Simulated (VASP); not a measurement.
# Ge in VASP: a series of runs, part 2 of 2

VASP 6.6.1.

### Step 3. Single point, PBE+D3(BJ)

This run uses another cell than the first one.

INCAR

```
  PREC = Accurate
  ENCUT = 520
  EDIFF = 1E-7
  ISMEAR = 0
  SIGMA = 0.1
  LREAL = False
  LASPH = True
  NELM = 80
  ALGO = Normal
  ISIF = 2
  LWAVE = False
  LCHARG = False
  LDIPOL = True
  IDIPOL = 3
  DIPOL = 0.5 0.5 0.500
  GGA = PE
  IVDW = 12
  NBANDS = 21
```

KPOINTS

```
Automatic mesh
0
Gamma
  12 12 1
```

POSCAR

```
Ge
1.0
    4.1590000000      0.0000000000      0.0000000000
   -2.0795000000      3.6017996543      0.0000000000
    0.0000000000      0.0000000000     28.0000000000
Ge
2
Direct
    0.3333333333      0.6666666667      0.5000000000
    0.6666666667      0.3333333333      0.5000000000
```

Potentials or basis: VASP PAW PBE potentials, release 64 (Ge_d).

The run is started by

```
cat potpaw_PBE.64/Ge_d/POTCAR > POTCAR
mpirun -np 1 vasp_std > vasp.out
```

OUTCAR:

```text
PREC = Accurate
   ENCUT = 520
   EDIFF = 1E-7
   ISMEAR = 0
   LREAL = False
   LASPH = True
   NELM = 80
   ISIF = 2
   GGA = PE
   IVDW = 12
 IVDW          = 12

 ion  position               nearest neighbor table
   1  0.333  0.667  0.500-   2 2.40   2 2.40   2 2.40
   2  0.667  0.333  0.500-   1 2.40   1 2.40   1 2.40

  LATTYP: Found a hexagonal cell.
 ALAT       =     4.1590000000
 C/A-ratio  =     6.7323875932

  Lattice vectors:

 A1 = (   4.1590000000,   0.0000000000,   0.0000000000)
 A2 = (  -2.0795000000,   3.6017996543,   0.0000000000)
 A3 = (   0.0000000000,   0.0000000000,  28.0000000000)

Analysis of symmetry for initial positions (statically):
=====================================================================
 Subroutine PRICEL returns:
 Original cell was already a primitive cell.

 Routine SETGRP: Setting up the symmetry group for a
 hexagonal supercell.

 Subroutine GETGRP returns: Found 24 space group operations
 (whereof 24 operations were pure point group operations)
 out of a pool of 24 trial point group operations.

The static configuration has the point symmetry D_6h.

Analysis of symmetry for dynamics (positions and initial velocities):
=====================================================================
 Subroutine PRICEL returns:
 Original cell was already a primitive cell.

 Routine SETGRP: Setting up the symmetry group for a
 hexagonal supercell.

 Subroutine GETGRP returns: Found 24 space group operations
 (whereof 24 operations were pure point group operations)
 out of a pool of 24 trial point group operations.

The dynamic configuration has the point symmetry D_6h.

 Subroutine INISYM returns: Found 24 space group operations
 (whereof 24 operations are pure point group operations),
 and found     1 'primitive' translations

----------------------------------------------------------------------------------------

[... 108 lines left out ...]
  Fermi-wavevector in a.u.,A,eV,Ry     =   0.664108  1.254982  6.000705  0.441039
  Thomas-Fermi vector in A             =   1.737694
   LORBIT       =      0    0 simple, 1 ext, 2 COOP (PROOUT), +10 PAW based schemes
   GGA     = PE    functional components
   LHFCALC =     F    Hartree Fock is set to
   AEXX    =    0.0000 exact exchange contribution
   IVDW    =    12    specifies the selected vdW correction
   LEPSILON=     F    determine dielectric tensor
   LRPA    =     F    only Hartree local field effects (RPA)
 non-spin polarized calculation
 Gauss-broadening in eV      SIGMA  =   0.10
  energy-cutoff  :      520.00
  volume of cell :      419.44
 maximum number of plane-waves:     11343
 NGX is ok and might be reduce to    32
   NGX = 15   NGY = 15   NGZ =105

 number of electron      27.9999990 magnetization

 dipolmoment           0.000000      0.000000     -0.000000 electrons x Angstroem

 Free energy of the ion-electron system (eV)
  ---------------------------------------------------
  ext. energy  EPLUGINS =         0.00000000
  ---------------------------------------------------
  free energy    TOTEN  =        -7.81473156 eV

  energy without entropy =       -7.80881954  energy(sigma->0) =       -7.81177555

 E-fermi :  -3.7861     XC(G=0):  -1.5748

 val. band max:       -3.8179382072   @ k =   0.0833  -0.0000   0.0000
 cond. band min:      -3.3066087588   @ k =   0.3333   0.3333   0.0000
 fundamental gap:      0.5113294484
 Fermi energy:        -3.7861454726

 k-point     1 :       0.0000    0.0000    0.0000
  band No.  band energies     occupation
      1     -28.5991      2.00000
      2     -28.5705      2.00000
      3     -28.5705      2.00000
      4     -28.5278      2.00000
      5     -28.5278      2.00000
      6     -28.4229      2.00000
[... 445 lines left out ...]
     20       3.4666      0.00000
     21       3.4666      0.00000

------------------------ aborting loop because EDIFF is reached ----------------------------------------

 vacuum level on the upper side and lower side of the slab       (xc-potential included)        -0.007        -0.007

 Edisp (eV)   -0.28825

 E8    (eV) :    -0.1378

  FORCE on cell =-STRESS in cart. coord.  units (eV):
  Direction    XX          YY          ZZ          XY          YZ          ZX
  --------------------------------------------------------------------------------------
  -------------------------------------------------------------------------------------
  Total      -1.00032    -1.00032    -0.01589     0.00000    -0.00000     0.00000
  in kB      -3.82106    -3.82106    -0.06070     0.00000    -0.00000     0.00000
  external pressure =       -2.57 kB  Pullay stress =        0.00 kB

 VOLUME and BASIS-vectors are now :
 -----------------------------------------------------------------------------
  energy-cutoff  :      520.00
  volume of cell :      419.44
      direct lattice vectors                 reciprocal lattice vectors
     4.159000000  0.000000000  0.000000000     0.240442414  0.138819492  0.000000000
    -2.079500000  3.601799654  0.000000000     0.000000000  0.277638985  0.000000000
     0.000000000  0.000000000 28.000000000     0.000000000  0.000000000  0.035714286

 POSITION                                       TOTAL-FORCE (eV/Angst)
 -----------------------------------------------------------------------------------
     -0.00000      2.40120     14.00000        -0.000000      0.000000      0.000000
      2.07950      1.20060     14.00000         0.000000      0.000000      0.000000
 -----------------------------------------------------------------------------------
    total drift:                                0.000000      0.000000     -0.000000

  FREE ENERGIE OF THE ION-ELECTRON SYSTEM (eV)
  ---------------------------------------------------
  free  energy   TOTEN  =        -8.1029785762 eV

  energy  without entropy=       -8.0970665613  energy(sigma->0) =       -8.10002257

 vacuum level on the upper side and lower side of the slab         1.043         1.043
```

OSZICAR:

```text
N       E                     dE             d eps       ncg     rms          rms(c)
DAV:   1     0.153937834841E+03    0.15394E+03   -0.13718E+04   950   0.128E+03
DAV:   2     0.845667545358E+01   -0.14548E+03   -0.14167E+03  1055   0.252E+02
DAV:   3    -0.723920469655E+01   -0.15696E+02   -0.15651E+02  1081   0.104E+02
DAV:   4    -0.787375376845E+01   -0.63455E+00   -0.61965E+00   989   0.249E+01
[... 13 lines left out ...]
DAV:  18    -0.781472930179E+01   -0.49801E-05   -0.10688E-07   769   0.160E-03    0.185E-04
DAV:  19    -0.781473118181E+01   -0.18800E-05   -0.36216E-08   746   0.155E-03    0.671E-05
DAV:  20    -0.781473140312E+01   -0.22131E-06   -0.68310E-10   643   0.582E-04    0.430E-05
DAV:  21    -0.781473154323E+01   -0.14011E-06   -0.65571E-10   566   0.228E-04    0.145E-05
DAV:  22    -0.781473155736E+01   -0.14129E-07    0.63538E-10   648   0.179E-04
   1 F= -.81029786E+01 E0= -.81000226E+01  d E =-.591201E-02
```

Run time: 6.3 min. Hardware: 1 thread of Intel Xeon 8259CL, shared host; peak memory 0.55 GiB.

What came out:

* Free energy: -8.1030 eV
* Band gap on the k mesh: zero (bands 14 and 15 overlap by 1.75 eV)
* Dispersion energy per atom: -0.144 eV

The gap in the log of VASP goes by the Fermi energy; the results here count the filled bands.